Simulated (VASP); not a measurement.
Set up this calculation in VASP 6.6.1, as the native input.

```
Task                   : single point
Functional             : PBE
Potentials or basis    : VASP PAW PBE potentials, release 64 (Na_pv, I)
Cutoff                 : 520 eV
k mesh                 : 4 × 4 × 4
Occupations            : gaussian, width 0.01 eV
Spin                   : no spin polarisation
Dipole correction      : no
Further INCAR settings : ALGO = Normal; EDIFF = 1e-06; NBANDS = 14
```

The structure of NaI lies in POSCAR:

```
NaI
1.0
   -0.1937832335      3.1974233532      3.1974233532
    3.1974233532     -0.1937832335      3.1974233532
    3.1974233532      3.1974233532     -0.1937832335
Na I
1 1
Direct
    0.0000000000      0.0000000000      0.0000000000
    0.5000000000      0.5000000000      0.5000000000
```

This cell differs from its parent crystal: epitaxial 111 strain +5.0%.

These files were run (other wordings do the same):

INCAR

```
PREC = Accurate
ENCUT = 520
EDIFF = 1E-6
ISMEAR = 0
SIGMA = 0.01
LREAL = F
LASPH = T
NELM = 100
ALGO = Normal
ISIF = 2
LWAVE = F
LCHARG = F
GGA = PE
NBANDS = 14
```

KPOINTS

```
Automatic mesh
0
Gamma
  4 4 4
```

Potentials or basis: VASP PAW PBE potentials, release 64 (Na_pv, I).

The run is started by

```bash
$ cat potpaw_PBE.64/Na_pv/POTCAR potpaw_PBE.64/I/POTCAR > POTCAR
$ mpirun -np 1 vasp_std > vasp.out
```

Results of the run:

The pressure is -0.3 GPa and the band gap on the k mesh is 3.25 eV.

Caveat: the cell differs from its parent crystal (epitaxial 111 strain +5.0%); spin-orbit coupling is left out, which moves the levels of the heavy elements.

It took 24 s on 1 thread of Intel Xeon 8259CL, with other jobs on the host, peak memory 0.21 GiB.
